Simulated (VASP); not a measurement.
# ZnS (P6_3mc) in VASP: settings compared

The runs below take ZnS through single point, with r2SCAN+D3(BJ), PBE exchange alone, RPBE+D3(BJ).

Program: VASP 6.6.1. These are calculated values, not measurements. Logs are shortened: lines on timing, memory, paths and dates and some standing lists are left out, and cuts for length are marked.

**1. The cell of the first run**

The structure is hexagonal, space group P6_3mc (No. 186). The conventional cell has a = 3.734 Å, b = 3.734 Å, c = 18.308 Å, α = 90.00°, β = 90.00°, γ = 120.00°. Zn (site symmetry 3m) has 4 S at 2.29 Å within 3.0 Å. Zn (site symmetry 3m) has 4 S at 2.29 Å within 3.0 Å. Zn (site symmetry 3m) has 4 S at 2.29 Å within 3.0 Å. S (site symmetry 3m) has 4 Zn at 2.29 Å within 3.0 Å. Within 3.0 Å of S (site symmetry 3m) lie 4 Zn at 2.29 Å. Within 3.0 Å of S (site symmetry 3m) lie 4 Zn at 2.29 Å.

**2. Single point, r2SCAN+D3(BJ)**

The input, POSCAR:

```
ZnS
1.0
    3.7341822464      0.0000000000      0.0000000000
   -1.8670911232      3.2338966877      0.0000000000
    0.0000000000      0.0000000000     18.3084545760
Zn S
6 6
Direct
    0.3333333333      0.6666666667      0.8333300000
    0.6666666667      0.3333333333      0.3333300000
    0.6666666667      0.3333333333      0.6666700000
    0.3333333333      0.6666666667      0.1666700000
    0.0000000000      0.0000000000      0.5000000000
    0.0000000000      0.0000000000      0.0000000000
    0.3333333333      0.6666666667      0.9583300000
    0.6666666667      0.3333333333      0.4583300000
    0.6666666667      0.3333333333      0.7916700000
    0.3333333333      0.6666666667      0.2916700000
    0.0000000000      0.0000000000      0.6250000000
    0.0000000000      0.0000000000      0.1250000000
```

The input, INCAR.step1:

```
  PREC = Accurate
  ENCUT = 520
  ISMEAR = -1
  SIGMA = 0.05
  LREAL = F
  LASPH = T
  NELM = 60
  NBANDS = 66
  GGA = PE
  ALGO = Normal
  EDIFF = 1E-4
  LWAVE = T
  LCHARG = F
```

The input, INCAR.step2:

```
  PREC = Accurate
  ENCUT = 520
  EDIFF = 1E-6
  ISMEAR = -1
  SIGMA = 0.05
  LREAL = F
  LASPH = T
  NELM = 60
  ALGO = Normal
  ISIF = 2
  LWAVE = F
  LCHARG = F
  METAGGA = R2SCAN
  LMIXTAU = T
  IVDW = 12
  VDW_S6 = 1.0
  VDW_S8 = 0.78981345
  VDW_A1 = 0.49484001
  VDW_A2 = 5.73083694
  NBANDS = 66
  ISTART = 1
```

The input, KPOINTS:

```
regular mesh
0
Gamma
  8 8 2
```

Potentials or basis: VASP PAW PBE potentials, release 64 (Zn, S).

On the command line:

```
> cat potpaw_PBE.64/Zn/POTCAR potpaw_PBE.64/S/POTCAR > POTCAR
> cp INCAR.step1 INCAR
> mpirun -np 1 vasp_std > vasp.out
> cp INCAR.step2 INCAR
> mpirun -np 1 vasp_std > vasp.out
```

OUTCAR:

```text
PREC = Accurate
   ENCUT = 520
   EDIFF = 1E-6
   ISMEAR = -1
   LREAL = F
   LASPH = T
   NELM = 60
   ISIF = 2
   METAGGA = R2SCAN
   IVDW = 12
   ISTART = 1
 IVDW          = 12

 ion  position               nearest neighbor table
   1  0.333  0.667  0.833-   9 2.29   9 2.29   9 2.29   7 2.29
   2  0.667  0.333  0.333-  10 2.29  10 2.29  10 2.29   8 2.29
   3  0.667  0.333  0.667-  11 2.29  11 2.29  11 2.29   9 2.29
   4  0.333  0.667  0.167-  12 2.29  12 2.29  12 2.29  10 2.29
   5  0.000  0.000  0.500-   8 2.29   8 2.29   8 2.29  11 2.29
   6  0.000  0.000  0.000-   7 2.29   7 2.29   7 2.29  12 2.29
   7  0.333  0.667  0.958-   6 2.29   6 2.29   6 2.29   1 2.29
   8  0.667  0.333  0.458-   5 2.29   5 2.29   5 2.29   2 2.29
   9  0.667  0.333  0.792-   1 2.29   1 2.29   1 2.29   3 2.29
  10  0.333  0.667  0.292-   2 2.29   2 2.29   2 2.29   4 2.29
  11  0.000  0.000  0.625-   3 2.29   3 2.29   3 2.29   5 2.29
  12  0.000  0.000  0.125-   4 2.29   4 2.29   4 2.29   6 2.29

  LATTYP: Found a hexagonal cell.
 ALAT       =     3.7341822464
 C/A-ratio  =     4.9029354670

  Lattice vectors:

 A1 = (   3.7341822464,   0.0000000000,   0.0000000000)
 A2 = (  -1.8670911232,   3.2338966877,   0.0000000000)
 A3 = (   0.0000000000,   0.0000000000,  18.3084545760)

Analysis of symmetry for initial positions (statically):
=====================================================================
 Subroutine PRICEL returns:
 Original cell was already a primitive cell.

 Routine SETGRP: Setting up the symmetry group for a
 hexagonal supercell.

 Subroutine GETGRP returns: Found 12 space group operations
 (whereof  6 operations were pure point group operations)
 out of a pool of 24 trial point group operations.

The static configuration has the point symmetry C_3v.
 The point group associated with its full space group is C_6v.

Analysis of symmetry for dynamics (positions and initial velocities):
=====================================================================
 Subroutine PRICEL returns:
 Original cell was already a primitive cell.

 Routine SETGRP: Setting up the symmetry group for a
 hexagonal supercell.

 Subroutine GETGRP returns: Found 12 space group operations
 (whereof  6 operations were pure point group operations)
 out of a pool of 24 trial point group operations.

The dynamic configuration has the point symmetry C_3v.
 The point group associated with its full space group is C_6v.

 Subroutine INISYM returns: Found 12 space group operations
 (whereof  6 operations are pure point group operations),
 and found     1 'primitive' translations

----------------------------------------------------------------------------------------

                                     Primitive cell

  volume of cell :     221.0922

  direct lattice vectors                    reciprocal lattice vectors
     3.734182246  0.000000000  0.000000000     0.267796249  0.154612237  0.000000000
    -1.867091123  3.233896688  0.000000000     0.000000000  0.309224473  0.000000000
     0.000000000  0.000000000 18.308454576     0.000000000  0.000000000  0.054619575

  length of vectors
     3.734182246  3.734182246 18.308454576     0.309224473  0.309224473  0.054619575

  position of ions in fractional coordinates (direct lattice)
     0.333333333  0.666666667  0.833330000
     0.666666667  0.333333333  0.333330000
     0.666666667  0.333333333  0.666670000
     0.333333333  0.666666667  0.166670000
     0.000000000  0.000000000  0.500000000
     0.000000000  0.000000000  0.000000000
     0.333333333  0.666666667  0.958330000
     0.666666667  0.333333333  0.458330000
     0.666666667  0.333333333  0.791670000
     0.333333333  0.666666667  0.291670000
     0.000000000  0.000000000  0.625000000
     0.000000000  0.000000000  0.125000000

  ion indices of the primitive-cell ions
   primitive index   ion index
                 1           1
                 2           2
                 3           3
                 4           4
                 5           5
                 6           6
                 7           7
                 8           8
                 9           9
                10          10
                11          11
                12          12

----------------------------------------------------------------------------------------

 KPOINTS: regular mesh

Automatic generation of k-mesh.
 Grid dimensions read from file:
 generate k-points for:    8    8    2

 Generating k-lattice:

  Cartesian coordinates                     Fractional coordinates (reciprocal lattice)
     0.033474531  0.019326530  0.000000000     0.125000000  0.000000000  0.000000000
     0.000000000  0.038653059  0.000000000     0.000000000  0.125000000  0.000000000
     0.000000000  0.000000000  0.027309787     0.000000000  0.000000000  0.500000000

  Length of vectors
     0.038653059  0.038653059  0.027309787

  Shift w.r.t. Gamma in fractional coordinates (k-lattice)
     0.000000000  0.000000000  0.000000000

 Subroutine IBZKPT returns following result:
 ===========================================

 Found     20 irreducible k-points:

 Following reciprocal coordinates:
            Coordinates               Weight
  0.000000  0.000000  0.000000      1.000000
  0.125000 -0.000000  0.000000      6.000000
  0.250000 -0.000000  0.000000      6.000000
  0.375000  0.000000  0.000000      6.000000
  0.500000 -0.000000  0.000000      3.000000
  0.125000  0.125000  0.000000      6.000000
[... 12 lines left out ...]
  0.250000  0.250000  0.500000      6.000000
  0.375000  0.250000  0.500000      6.000000
   k-points           NKPTS =     20   k-points in BZ     NKDIM =     20   number of bands    NBANDS=     66
   number of dos      NEDOS =    301   number of ions     NIONS =     12
   total plane-waves  NPLWV = 109760
   dimension x,y,z NGX =    28 NGY =   28 NGZ =  140
   dimension x,y,z NGXF=    56 NGYF=   56 NGZF=  280
   ions per type =               6   6
   NGX,Y,Z   is equivalent  to a cutoff of  12.47, 12.47, 12.71 a.u.
   NGXF,Y,Z  is equivalent  to a cutoff of  24.93, 24.93, 25.42 a.u.
 SYSTEM =  unknown system
   PREC   = accura    normal or accurate (medium, high low for compatibility)
   ISTART =      1    job   : 0-new  1-cont  2-samecut
   ICHARG =      0    charge: 1-file 2-atom 10-const
   ISPIN  =      1    spin polarized calculation?
   LNONCOLLINEAR =      F non collinear calculations
   LSORBIT =      F    spin-orbit coupling
   LASPH  =      T    aspherical Exc in radial PAW
   ENCUT  =  520.0 eV  38.22 Ry    6.18 a.u.   6.94  6.94 34.04*2*pi/ulx,y,z
   NELM   =     60;   NELMIN=  2; NELMDL=  0     # of ELM steps
   EDIFF  = 0.1E-05   stopping-criterion for ELM
   LREAL  =      F    real-space projection
   EDIFFG = 0.1E-04   stopping-criterion for IOM
   NSW    =      0    number of steps for IOM
   IBRION =     -1    ionic relax: 0-MD 1-quasi-New 2-CG
   NFREE  =      0    steps in history (QN), initial steepest desc. (CG)
   ISIF   =      2    stress and relaxation
   ISYM   =      2    0-nonsym 1-usesym 2-fastsym
   POTIM  = 0.5000    time-step for ionic-motion
   TEBEG  =    0.0;   TEEND  =   0.0 temperature during run
   PSTRESS=    0.0 pullay stress
   NELECT =     108.0000    total number of electrons
   NUPDOWN=      -1.0000    fix difference up-down
   EMIN   =  10.00;   EMAX   =-10.00  energy-range for DOS
   EFERMI =   0.00;   METHOD = LEGACY
   ISMEAR =    -1;   SIGMA  =   0.05  broadening in eV -4-tet -1-fermi 0-gaus
   EFERMI_NEDOS =   21; number of points for ismear=-14 and -15
   IALGO  =     38    algorithm
   IMIX   =      4    mixing-type and parameters
     AMIX     =   0.40;   BMIX     =  1.00
     AMIX_MAG =   1.60;   BMIX_MAG =  1.00
  volume/ion in A,a.u.               =      18.42       124.33
  Fermi-wavevector in a.u.,A,eV,Ry     =   1.289313  2.436448 22.617340  1.662328
  Thomas-Fermi vector in A             =   2.421213
   LORBIT       =      0    0 simple, 1 ext, 2 COOP (PROOUT), +10 PAW based schemes
   METAGGA = R2SCAN    functional components
   LHFCALC =     F    Hartree Fock is set to
   AEXX    =    0.0000 exact exchange contribution
   IVDW    =    12    specifies the selected vdW correction
   LEPSILON=     F    determine dielectric tensor
   LRPA    =     F    only Hartree local field effects (RPA)
 non-spin polarized calculation
  energy-cutoff  :      520.00
  volume of cell :      221.09
 maximum number of plane-waves:      5980
 NGX is ok and might be reduce to    28
   NGX = 13   NGY = 13   NGZ = 69

 number of electron     108.0000000 magnetization

 Free energy of the ion-electron system (eV)
  ---------------------------------------------------
  ext. energy  EPLUGINS =         0.00000000
  ---------------------------------------------------
  free energy    TOTEN  =      -112.97021791 eV

  energy without entropy =     -112.97021791  energy(sigma->0) =     -112.97021791

 E-fermi :   3.5286     XC(G=0): -10.6318

 val. band max:        2.5057577073   @ k =   0.0000   0.0000   0.0000
 cond. band min:       5.5373113832   @ k =   0.0000   0.0000   0.0000
 fundamental gap:      3.0315536759
 Fermi energy:         3.5286306690

 k-point     1 :       0.0000    0.0000    0.0000
  band No.  band energies     occupation
      1     -11.6958      2.00000
      2     -11.4663      2.00000
      3     -11.4574      2.00000
      4     -10.9317      2.00000
      5     -10.9232      2.00000
      6     -10.6149      2.00000
[... 58 lines left out ...]
     65       9.4418      0.00000
     66       9.5265      0.00000

 k-point     2 :       0.1250   -0.0000    0.0000
  band No.  band energies     occupation
      1     -11.5760      2.00000
      2     -11.3556      2.00000
      3     -11.3467      2.00000
      4     -10.8462      2.00000
      5     -10.8379      2.00000
      6     -10.5480      2.00000
[... 1300 lines left out ...]
     65       9.6543      0.00000
     66       9.6543      0.00000

------------------------ aborting loop because EDIFF is reached ----------------------------------------

 Edisp (eV)   -1.87953

 E8    (eV) :    -0.5635

  FORCE on cell =-STRESS in cart. coord.  units (eV):
  Direction    XX          YY          ZZ          XY          YZ          ZX
  --------------------------------------------------------------------------------------
  -------------------------------------------------------------------------------------
  Total       5.55340     5.55340     5.67448     0.00000     0.00000     0.00000
  in kB      40.24352    40.24352    41.12095     0.00000     0.00000     0.00000
  external pressure =       40.54 kB  Pullay stress =        0.00 kB

 VOLUME and BASIS-vectors are now :
 -----------------------------------------------------------------------------
  energy-cutoff  :      520.00
  volume of cell :      221.09
      direct lattice vectors                 reciprocal lattice vectors
     3.734182246  0.000000000  0.000000000     0.267796249  0.154612237  0.000000000
    -1.867091123  3.233896688  0.000000000     0.000000000  0.309224473  0.000000000
     0.000000000  0.000000000 18.308454576     0.000000000  0.000000000  0.054619575

 POSITION                                       TOTAL-FORCE (eV/Angst)
 -----------------------------------------------------------------------------------
     -0.00000      2.15593     15.25698        -0.000000      0.000000      0.007993
      1.86709      1.07797      6.10276         0.000000     -0.000000      0.007993
      1.86709      1.07797     12.20570        -0.000000      0.000000      0.051948
     -0.00000      2.15593      3.05147         0.000000     -0.000000      0.051948
      0.00000      0.00000      9.15423         0.000000      0.000000     -0.029492
      0.00000      0.00000      0.00000        -0.000000     -0.000000     -0.029492
     -0.00000      2.15593     17.54554        -0.000000      0.000000     -0.039697
      1.86709      1.07797      8.39131        -0.000000      0.000000     -0.039697
      1.86709      1.07797     14.49425        -0.000000      0.000000     -0.009017
     -0.00000      2.15593      5.34003        -0.000000      0.000000     -0.009017
      0.00000      0.00000     11.44278        -0.000000      0.000000      0.018265
      0.00000      0.00000      2.28856        -0.000000      0.000000      0.018265
 -----------------------------------------------------------------------------------
    total drift:                               -0.000002     -0.000003      0.012709

  FREE ENERGIE OF THE ION-ELECTRON SYSTEM (eV)
  ---------------------------------------------------
  free  energy   TOTEN  =      -114.8497442169 eV

  energy  without entropy=     -114.8497442168  energy(sigma->0) =     -114.84974422
```

It took 14 min on 1 thread of Intel Xeon Platinum 8488C (Sapphire Rapids), shared host; peak memory 0.48 GiB.

Results:

```yaml
Free_energy: -114.8497 eV
Pressure: 4.1 GPa
Largest_force: 0.052 eV/Å
Band_gap_on_the_k_mesh: 3.03 eV
Dispersion_energy_per_atom: -0.157 eV
```

Forces in eV/Å, atoms in the order of the input:
```
Zn   0.000  0.000  0.008
Zn   0.000  0.000  0.008
Zn   0.000  0.000  0.052
Zn   0.000  0.000  0.052
Zn   0.000  0.000 -0.029
Zn   0.000  0.000 -0.029
S    0.000  0.000 -0.040
S    0.000  0.000 -0.040
S    0.000  0.000 -0.009
S    0.000  0.000 -0.009
S    0.000  0.000  0.018
S    0.000  0.000  0.018
```

Stress tensor (GPa, compression positive):
```
4.02 0.00 0.00
0.00 4.02 0.00
0.00 0.00 4.11
```

Caveat: the cell stands under pressure; the PAW data sets were made with another functional, which shifts forces and pressure a little. r2SCAN opens gaps a little over a GGA but as a rule still falls short of measured ones.

(Continued in part 2 of 2.)
